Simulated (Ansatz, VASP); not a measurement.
**One calculation of SnTe, two programs**

```xyz
2
Lattice="0.0000 3.0457 3.2642 3.0457 0.0000 3.2642 3.0457 3.0457 0.0000" Properties=species:S:1:pos:R:3 pbc="T T T"
Sn   -0.1660    0.0000    0.0000
Te    3.2002    3.0457    3.2642
```

Change from the starting cell: mode 4 frozen in at -0.170 Å, strain +e along z and -e/2 along x and y +0.0467.

Alike in both runs: task single point; functional LDA; k mesh 10 × 10 × 10; occupations gaussian, width 0.03 eV; no spin polarisation.

```csv
,VASP,Ansatz
version,VASP 6.6.1,Ansatz 0.2.0
potentials or method,"VASP PAW LDA potentials, release 64 (Sn_d, Te), cutoff 520 eV","scalar-relativistic, plane waves, PAW"
valence electrons in the cell,20,30
```

|  | VASP | Ansatz | Ansatz less VASP |
| --- | --- | --- | --- |
| gap on the k mesh at the Fermi level (eV) | 0.35 | 0.37 | +0.016 |
| least direct gap on the mesh (eV) | 0.58 | 0.59 | +0.014 |
| pressure (GPa) | 2.7 | 2.7 | -0.09 |
| traceless stress, the component that is largest in VASP (GPa) | -7.38 | -7.30 | +0.079 |
| rms of the force components (eV/Å) | 0.593 | 0.577 | -0.0159 |

LDA's correlation is that of Perdew and Zunger in VASP and of Perdew and Wang (1992) in Ansatz. Atom by atom the forces differ by 0.016 eV/Å (rms over components). VASP's potentials hold 20 valence electrons a cell and Ansatz's 30, so a difference there can come from the potentials and not from the codes.

Neither program's run includes spin-orbit coupling.
